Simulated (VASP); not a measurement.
# Sn (P6_3/mmc) in VASP: a series of runs, part 2 of 2

VASP 6.6.1. Earlier steps stand in the parts before.

### Step 3. Relaxation of cell and atoms, PBEsol

This run uses another cell than the first one, of 28.00 Å³/atom, 1.066 times its volume.

INCAR reads:

```
SYSTEM = Sn
  ALGO = Normal
  EDIFF = 1E-6
  EDIFFG = -0.005
  ENCUT = 600
  GGA = PS
  IBRION = 2
  ISIF = 3
  ISMEAR = -1
  LASPH = .TRUE.
  LCHARG = .FALSE.
  LREAL = .FALSE.
  LWAVE = .FALSE.
  NELM = 100
  NSW = 60
  PREC = Accurate
  SIGMA = 0.1
```

KPOINTS reads:

```
k-points
0
G
  13 13 7
  0 0 0
```

POSCAR reads:

```
Sn
1.0
    3.4175440961      0.0000000000      0.0000000000
   -1.7087720481      2.9596800058      0.0000000000
    0.0000000000      0.0000000000      5.5364214357
Sn
2
Direct
    0.3333333333      0.6666666667      0.2500000000
    0.6666666667      0.3333333333      0.7500000000
```

Potentials or basis: VASP PAW PBE potentials, release 64 (Sn_d).

On the command line:

```bash
$ cat potpaw_PBE.64/Sn_d/POTCAR > POTCAR
$ mpirun -np 1 vasp_std > vasp.out
```

OUTCAR:

```text
SYSTEM = Sn
   EDIFF = 1E-6
   EDIFFG = -0.005
   ENCUT = 600
   GGA = PS
   IBRION = 2
   ISIF = 3
   ISMEAR = -1
   LASPH = .TRUE.
   LREAL = .FALSE.
   NELM = 100
   NSW = 60
   PREC = Accurate

 ion  position               nearest neighbor table
   1  0.333  0.667  0.250-   2 3.40   2 3.40   2 3.40   2 3.40   2 3.40   2 3.40
   2  0.667  0.333  0.750-   1 3.40   1 3.40   1 3.40   1 3.40   1 3.40   1 3.40

  LATTYP: Found a hexagonal cell.
 ALAT       =     3.4175440961
 C/A-ratio  =     1.6200000000

  Lattice vectors:

 A1 = (   3.4175440961,   0.0000000000,   0.0000000000)
 A2 = (  -1.7087720481,   2.9596800058,   0.0000000000)
 A3 = (   0.0000000000,   0.0000000000,   5.5364214357)

Analysis of symmetry for initial positions (statically):
=====================================================================
 Subroutine PRICEL returns:
 Original cell was already a primitive cell.

 Routine SETGRP: Setting up the symmetry group for a
 hexagonal supercell.

 Subroutine GETGRP returns: Found 24 space group operations
 (whereof 12 operations were pure point group operations)
 out of a pool of 24 trial point group operations.

The static configuration has the point symmetry D_3d.
 The point group associated with its full space group is D_6h.

Analysis of symmetry for dynamics (positions and initial velocities):
=====================================================================
 Subroutine PRICEL returns:
 Original cell was already a primitive cell.

 Routine SETGRP: Setting up the symmetry group for a
 hexagonal supercell.

 Subroutine GETGRP returns: Found 24 space group operations
 (whereof 12 operations were pure point group operations)
 out of a pool of 24 trial point group operations.

The dynamic configuration has the point symmetry D_3d.
 The point group associated with its full space group is D_6h.

 Subroutine INISYM returns: Found 24 space group operations
 (whereof 12 operations are pure point group operations),
 and found     1 'primitive' translations

----------------------------------------------------------------------------------------

                                     Primitive cell

  volume of cell :      56.0000

  direct lattice vectors                    reciprocal lattice vectors
     3.417544096  0.000000000  0.000000000     0.292607783  0.168937182  0.000000000
    -1.708772048  2.959680006  0.000000000     0.000000000  0.337874364  0.000000000
     0.000000000  0.000000000  5.536421436     0.000000000  0.000000000  0.180622088

  length of vectors
     3.417544096  3.417544096  5.536421436     0.337874364  0.337874364  0.180622088

  position of ions in fractional coordinates (direct lattice)
     0.333333333  0.666666667  0.250000000
     0.666666667  0.333333333  0.750000000

  ion indices of the primitive-cell ions
   primitive index   ion index
                 1           1
                 2           2

----------------------------------------------------------------------------------------

 KPOINTS: k-points

Automatic generation of k-mesh.
[... 45 lines left out ...]
  0.076923  0.000000  0.142857     12.000000
  0.153846  0.000000  0.142857     12.000000
 [... further k-points ...]
   k-points           NKPTS =     84   k-points in BZ     NKDIM =     84   number of bands    NBANDS=     18
   number of dos      NEDOS =    301   number of ions     NIONS =      2
   total plane-waves  NPLWV =  37632
   dimension x,y,z NGX =    28 NGY =   28 NGZ =   48
   dimension x,y,z NGXF=    56 NGYF=   56 NGZF=   96
   ions per type =               2
   NGX,Y,Z   is equivalent  to a cutoff of  13.62, 13.62, 14.41 a.u.
   NGXF,Y,Z  is equivalent  to a cutoff of  27.24, 27.24, 28.83 a.u.
 SYSTEM =  Sn
   PREC   = accura    normal or accurate (medium, high low for compatibility)
   ISTART =      0    job   : 0-new  1-cont  2-samecut
   ICHARG =      2    charge: 1-file 2-atom 10-const
   ISPIN  =      1    spin polarized calculation?
   LNONCOLLINEAR =      F non collinear calculations
   LSORBIT =      F    spin-orbit coupling
   LASPH  =      T    aspherical Exc in radial PAW
   ENCUT  =  600.0 eV  44.10 Ry    6.64 a.u.   6.83  6.83 11.06*2*pi/ulx,y,z
   NELM   =    100;   NELMIN=  2; NELMDL= -5     # of ELM steps
   EDIFF  = 0.1E-05   stopping-criterion for ELM
   LREAL  =      F    real-space projection
   EDIFFG = -.5E-02   stopping-criterion for IOM
   NSW    =     60    number of steps for IOM
   IBRION =      2    ionic relax: 0-MD 1-quasi-New 2-CG
   NFREE  =      1    steps in history (QN), initial steepest desc. (CG)
   ISIF   =      3    stress and relaxation
   ISYM   =      2    0-nonsym 1-usesym 2-fastsym
   POTIM  = 0.5000    time-step for ionic-motion
   TEBEG  =    0.0;   TEEND  =   0.0 temperature during run
   PSTRESS=    0.0 pullay stress
   NELECT =      28.0000    total number of electrons
   NUPDOWN=      -1.0000    fix difference up-down
   EMIN   =  10.00;   EMAX   =-10.00  energy-range for DOS
   EFERMI =   0.00;   METHOD = LEGACY
   ISMEAR =    -1;   SIGMA  =   0.10  broadening in eV -4-tet -1-fermi 0-gaus
   EFERMI_NEDOS =   21; number of points for ismear=-14 and -15
   IALGO  =     38    algorithm
   IMIX   =      4    mixing-type and parameters
     AMIX     =   0.40;   BMIX     =  1.00
     AMIX_MAG =   1.60;   BMIX_MAG =  1.00
  volume/ion in A,a.u.               =      28.00       188.95
  Fermi-wavevector in a.u.,A,eV,Ry     =   1.299366  2.455446 22.971424  1.688352
  Thomas-Fermi vector in A             =   2.430634
   LORBIT       =      0    0 simple, 1 ext, 2 COOP (PROOUT), +10 PAW based schemes
   GGA     = PS    functional components
   LHFCALC =     F    Hartree Fock is set to
   AEXX    =    0.0000 exact exchange contribution
   IVDW    =     0    specifies the selected vdW correction
   LEPSILON=     F    determine dielectric tensor
   LRPA    =     F    only Hartree local field effects (RPA)
 conjugate gradient relaxation of ions
 non-spin polarized calculation
  energy-cutoff  :      600.00
  volume of cell :       56.00
 maximum number of plane-waves:      1888
 NGX is ok and might be reduce to    28
   NGX = 13   NGY = 13   NGZ = 23

--------------------------------------- Ionic step        1  -------------------------------------------

 number of electron      28.0000000 magnetization

 Free energy of the ion-electron system (eV)
  ---------------------------------------------------
  ext. energy  EPLUGINS =         0.00000000
  ---------------------------------------------------
  free energy    TOTEN  =        -8.45401612 eV

  energy without entropy =       -8.41573182  energy(sigma->0) =       -8.43487397

------------------------ aborting loop because EDIFF is reached ----------------------------------------

  FORCE on cell =-STRESS in cart. coord.  units (eV):
  Direction    XX          YY          ZZ          XY          YZ          ZX
  --------------------------------------------------------------------------------------
  -------------------------------------------------------------------------------------
  Total       -1.0182182     -1.0182182     -1.1826981      0.0000000      0.0000000     -0.0000000
  in kB      -29.1315373    -29.1315373    -33.8373588      0.0000000      0.0000000     -0.0000000
  external PRESSURE =     -30.7001445 kB  Pullay stress =       0.0000000 kB
[... 275 lines left out ...]
--------------------------------------- Ionic step        9  -------------------------------------------

 number of electron      28.0000004 magnetization

 Free energy of the ion-electron system (eV)
  ---------------------------------------------------
  ext. energy  EPLUGINS =         0.00000000
  ---------------------------------------------------
  free energy    TOTEN  =        -8.49177386 eV

  energy without entropy =       -8.45738843  energy(sigma->0) =       -8.47458115

 E-fermi :   8.3854     XC(G=0): -10.6671

 val. band max:        8.3332933593   @ k =   0.1538   0.1538   0.0000
 cond. band min:       8.4084851712   @ k =   0.3077   0.1538   0.2857
 fundamental gap:      0.0751918119
 Fermi energy:         8.3854124065

 k-point     1 :       0.0000    0.0000    0.0000
  band No.  band energies     occupation
      1     -13.0797      2.00000
      2     -13.0668      2.00000
      3     -13.0599      2.00000
      4     -13.0599      2.00000
      5     -13.0464      2.00000
      6     -13.0464      2.00000
[... 481 lines left out ...]
      5     -13.0366      2.00000
      6     -13.0199      2.00000
[... 10 lines left out ...]
     17      15.2729      0.00000
     18      15.8226      0.00000

 [... further k-points ...]

------------------------ aborting loop because EDIFF is reached ----------------------------------------

  FORCE on cell =-STRESS in cart. coord.  units (eV):
  Direction    XX          YY          ZZ          XY          YZ          ZX
  --------------------------------------------------------------------------------------
  -------------------------------------------------------------------------------------
  Total       -0.0077155     -0.0077155      0.0005685      0.0000000      0.0000000      0.0000000
  in kB       -0.2353867     -0.2353867      0.0173443      0.0000000      0.0000000      0.0000000
  external PRESSURE =      -0.1511431 kB  Pullay stress =       0.0000000 kB
[... 17 lines left out ...]
  FREE ENERGIE OF THE ION-ELECTRON SYSTEM (eV)
  ---------------------------------------------------
  free  energy   TOTEN  =        -8.4917738585 eV

  energy  without entropy=       -8.4573884319  energy(sigma->0) =       -8.47458115

 reached required accuracy - stopping structural energy minimisation
```

CONTCAR:

```text
Sn
   1.00000000000000
     3.3686401142218081    0.0000000000008433   -0.0000000000000000
    -1.6843200571594579    2.9173279151458118    0.0000000000000000
     0.0000000000000000   -0.0000000000000000    5.3438344934589210
  Sn
     2
Direct
     0.3333333332999970    0.6666666667000030    0.2500000000000000
     0.6666666667000030    0.3333333332999970    0.7500000000000000

  0.00000000E+00  0.00000000E+00  0.00000000E+00
  0.00000000E+00  0.00000000E+00  0.00000000E+00
```

It took 4.5 min on 1 thread of Intel Xeon Platinum 8375C at 2.90GHz (Ice Lake), shared host; peak memory 0.26 GiB.

Results:

| Property | Result |
| --- | --- |
| Free energy | -8.4918 eV |
| Relaxed volume | 26.26 Å³/atom |
| Relaxed cell | a = 3.369 Å, b = 3.369 Å, c = 5.344 Å, α = 90.00°, β = 90.00°, γ = 120.00° |
| Space group after relaxing (to 0.05 Å) | P6_3/mmc (No. 194) |
| Energy gained by relaxing | 18.9 meV/atom |
| Ionic steps | 9 |
| Pressure after relaxing | 0.0 GPa |
| Band gap on the k mesh | zero (band 14 reaches 14.03 eV, above the bottom of band 15 at 6.29 eV) |

The path:
```
step  energy change (eV)  largest force (eV/Å)  pressure (GPa)  volume (Å³)
   1              0.0000                0.0000           -3.07        56.00
   2             -0.0347                0.0000            0.85        51.76
   3             -0.0365                0.0000            0.03        52.48
   4             -0.0365                0.0000           -0.04        52.55
   5             -0.0370                0.0000           -0.04        52.54
   6             -0.0377                0.0000           -0.02        52.53
   7             -0.0369                0.0000            0.03        52.49
   8             -0.0378                0.0000            0.01        52.52
   9             -0.0378                0.0000           -0.02        52.52
```

Final structure:
```
Sn
1.0
     3.36864    0.00000    0.00000
    -1.68432    2.91733    0.00000
     0.00000    0.00000    5.34383
Sn
2
Direct
  0.33333 0.66667 0.25000
  0.66667 0.33333 0.75000
```

Caveat: the PAW data sets were made with another functional, which shifts forces and pressure a little; spin-orbit coupling is left out, which moves the levels of the heavy elements.
